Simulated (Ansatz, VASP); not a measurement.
## Two plane-wave programs on TaNbO

```
Ta Nb O
1.0
    -2.61480    2.61480    1.94636
     2.61480   -2.61480    1.94636
     2.61480    2.61480   -1.94636
Ta Nb O
1 1 1
Direct
  0.25000 0.75000 0.50000
  0.50000 0.50000 0.00000
  0.75000 0.25000 0.50000
```

Alike in both runs: functional PBE; k mesh 14 × 14 × 14; occupations gaussian, width 0.1 eV; no spin polarisation.

Ansatz relaxed the structure, and its values are those at the end. VASP's run is a single point on that final structure, the one shown.

```csv
,VASP,Ansatz
version,VASP 6.6.1,Ansatz 0.2.0
potentials or method,"VASP PAW PBE potentials, release 64 (Ta_pv, Nb_sv, O), cutoff 520 eV","scalar-relativistic, plane waves, PAW"
valence electrons in the cell,30,32
```

VASP gave:

| Item | Value |
| --- | --- |
| gap on the k mesh at the Fermi level (eV) | none |
| pressure (GPa) | 0.2 |

Question: Estimate Ansatz's values.

Answer: gap on the k mesh at the Fermi level (eV): none; pressure (GPa): 0.0.

A gap of «none» marks a metal or a gap that the smearing closes. With one functional, cell and mesh, what is left measures potentials, basis and numerics. VASP's potentials hold 30 valence electrons a cell and Ansatz's 32, so a difference there can come from the potentials and not from the codes.

Neither program's run includes spin-orbit coupling.
